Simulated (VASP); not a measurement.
Here is a VASP 6.6.1 calculation.

File INCAR:

```
  ALGO = Normal
  EDIFF = 1E-6
  ENCUT = 520
  GGA = PE
  ISIF = 2
  ISMEAR = -1
  LASPH = True
  LCHARG = False
  LREAL = False
  LWAVE = False
  NBANDS = 16
  NELM = 100
  PREC = Accurate
  SIGMA = 0.02
```

KPOINTS

```
k-points
0
Gamma
  8 8 8
```

Contents of POSCAR:

```
ZnO
1.0
    2.7406606574      0.0000000000      0.0000000000
    0.0000000000      2.7406606574      0.0000000000
    0.0000000000      0.0000000000      2.7406606574
Zn O
1 1
Direct
    0.0000000000      0.0000000000      0.0000000000
    0.5000000000      0.5000000000      0.5000000000
```

Potentials or basis: VASP PAW PBE potentials, release 64 (Zn, O).

Command:

```bash
$ cat potpaw_PBE.64/Zn/POTCAR potpaw_PBE.64/O/POTCAR > POTCAR
$ mpirun -np 1 vasp_std > vasp.out
```

Task: Estimate the band gap on the k mesh.

Result: Zero (band 9 reaches 2.60 eV, above the bottom of band 10 at 1.54 eV).

Task: Predict the pressure.

Result: -7.7 GPa.
